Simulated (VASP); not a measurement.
Set up this calculation in VASP 6.6.1, as the native input.

- Task: single point
- Functional: PBE
- Potentials or basis: VASP PAW PBE potentials, release 64 (Ga_d, Sb)
- Cutoff: 520 eV
- k mesh: 6 × 6 × 6
- Occupations: fermi-dirac, width 0.02 eV
- Spin: no spin polarisation
- Dipole correction: no
- Further INCAR settings: ALGO = Normal; EDIFF = 1e-06; NBANDS = 16

The structure of GaSb lies in POSCAR:

```
GaSb
1.0
    0.0000000000      3.1090646227      3.1090646227
    3.1090646227      0.0000000000      3.1090646227
    3.1090646227      3.1090646227      0.0000000000
Ga Sb
1 1
Direct
    0.0000000000      0.0000000000      0.0000000000
    0.2500000000      0.2500000000      0.2500000000
```

These files were run (other wordings do the same):

INCAR

```
SYSTEM = GaSb
ALGO     = Normal         ! electronic algorithm
EDIFF    = 1E-6           ! SCF threshold, eV
ENCUT    = 520            ! plane-wave cutoff, eV
GGA      = PE             ! functional
ISIF     = 2              ! what is computed and relaxed
ISMEAR   = -1             ! smearing method
LASPH    = .True.         ! aspherical terms in the spheres
LCHARG   = .True.         ! write CHGCAR
LELF     = .True.         ! ELF
LREAL    = .False.        ! projectors in reciprocal space
LVHAR    = .True.       
LWAVE    = .False.        ! write WAVECAR
NBANDS   = 16             ! bands
NELM     = 80             ! most SCF steps
PREC     = Accurate       ! precision mode
SIGMA    = 0.02           ! smearing width, eV
```

KPOINTS

```
k-points
0
Gamma
  6 6 6
  0 0 0
```

Potentials or basis: VASP PAW PBE potentials, release 64 (Ga_d, Sb).

Run with:

```console
$ cat potpaw_PBE.64/Ga_d/POTCAR potpaw_PBE.64/Sb/POTCAR > POTCAR
$ mpirun -np 1 vasp_std > vasp.out
```

It gave:

```json
{
 "Pressure": "0.1 GPa",
 "Band gap on the k mesh": "zero (filled and empty bands touch)"
}
```

Caveat: spin-orbit coupling is left out, which moves the levels of the heavy elements.

It took 16 s on 1 thread of Intel(R) Xeon(R) Platinum 8488C (Sapphire Rapids) (shared host), peak memory 0.2 GiB.
